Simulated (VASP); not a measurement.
A run of VASP 6.6.1:

The input INCAR:

```
PREC     = Accurate       # precision mode
ENCUT    = 520            # plane-wave cutoff, eV
EDIFF    = 1E-6           # SCF threshold, eV
ISMEAR   = 0              # smearing method
SIGMA    = 0.1            # smearing width, eV
LREAL    = False          # projectors in reciprocal space
LASPH    = True           # aspherical terms in the spheres
NELM     = 100            # most SCF steps
ALGO     = Normal         # electronic algorithm
ISIF     = 2              # what is computed and relaxed
LWAVE    = False          # write WAVECAR
LCHARG   = True           # write CHGCAR
GGA      = PE             # functional
LELF     = True           # ELF
LVHAR    = True         
NBANDS   = 26             # bands
```

Contents of KPOINTS:

```
Automatic mesh
0
Gamma
  6 14 14
```

POSCAR

```
BeGa2C2
1.0
    8.4211424557      0.0000000000      0.0000000000
    0.0000000000      1.4920777495      2.5825997507
    0.0000000000     -1.4920777495      2.5825997507
Be Ga C
1 2 2
Direct
    0.0000000000      0.3684306739      0.3684306739
    0.6739174569      0.0347862426      0.0347862426
    0.3260825431      0.0347862426      0.0347862426
    0.0796189696      0.0350026869      0.0350026869
    0.9203810304      0.0350026869      0.0350026869
```

Potentials or basis: VASP PAW PBE potentials, release 64 (Be, Ga_d, C).

Run with:

```sh
$ cat potpaw_PBE.64/Be/POTCAR potpaw_PBE.64/Ga_d/POTCAR potpaw_PBE.64/C/POTCAR > POTCAR
$ mpirun -np 1 vasp_std > vasp.out
```

Hardware: 1 thread of Intel(R) Xeon(R) Platinum 8488C (Sapphire Rapids), with other jobs on the host.

**Question.** Estimate the wall time of this run.

**Answer.** Run time: 3.6 min on 1 thread of Intel(R) Xeon(R) Platinum 8488C (Sapphire Rapids) (shared host), peak memory 0.45 GiB. Counts: scf iterations 13, k points 228.
